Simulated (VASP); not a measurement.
Wanted: the native input for a VASP 6.6.1 run.

- Task: single point
- Functional: PBE
- Potentials or basis: VASP PAW PBE potentials, release 64 (Ti_sv, C)
- Cutoff: 520 eV
- k mesh: 9 × 9 × 1
- Occupations: gaussian, width 0.1 eV
- Spin: no spin polarisation
- Dipole correction: yes
- Further INCAR settings: ALGO = Normal; EDIFF = 1e-06; NBANDS = 34

The structure of Ti4C lies in POSCAR:

```
Ti4C
1.0
    2.9384580613      0.0000000000      0.0000000000
   -1.4692290307      2.5447793290      0.0000000000
    0.0000000000      0.0000000000     22.4046135985
Ti C
4 1
Direct
    0.6666666667      0.3333333333      0.1785346568
    0.3333333333      0.6666666667      0.2823220753
    0.6666666667      0.3333333333      0.3901862329
    0.3333333333      0.6666666667      0.4867128616
    0.5000000000      1.3333333333      0.5407608167
```

The input as run:

INCAR

```
ALGO = Normal ; DIPOL = 0.5 0.5 0.376
EDIFF = 1E-6 ; ENCUT = 520
GGA = PE ; IDIPOL = 3
ISIF = 2 ; ISMEAR = 0
LASPH = T ; LCHARG = F
LDIPOL = T ; LREAL = F
LWAVE = F ; NBANDS = 34
NELM = 100 ; PREC = Accurate
SIGMA = 0.1
```

KPOINTS

```
k-points
0
Gamma
  9 9 1
```

Potentials or basis: VASP PAW PBE potentials, release 64 (Ti_sv, C).

The run is started by

```bash
$ cat potpaw_PBE.64/Ti_sv/POTCAR potpaw_PBE.64/C/POTCAR > POTCAR
$ mpirun -np 1 vasp_std > vasp.out
```

Results of the run:

- Largest force: 3.131 eV/Å
- Band gap on the k mesh: zero (bands 26 and 27 overlap by 0.77 eV)

It took 5.5 min on 1 thread of AMD EPYC 9R45 96-Core Processor (Zen 5), on a shared host, peak memory 0.37 GiB.
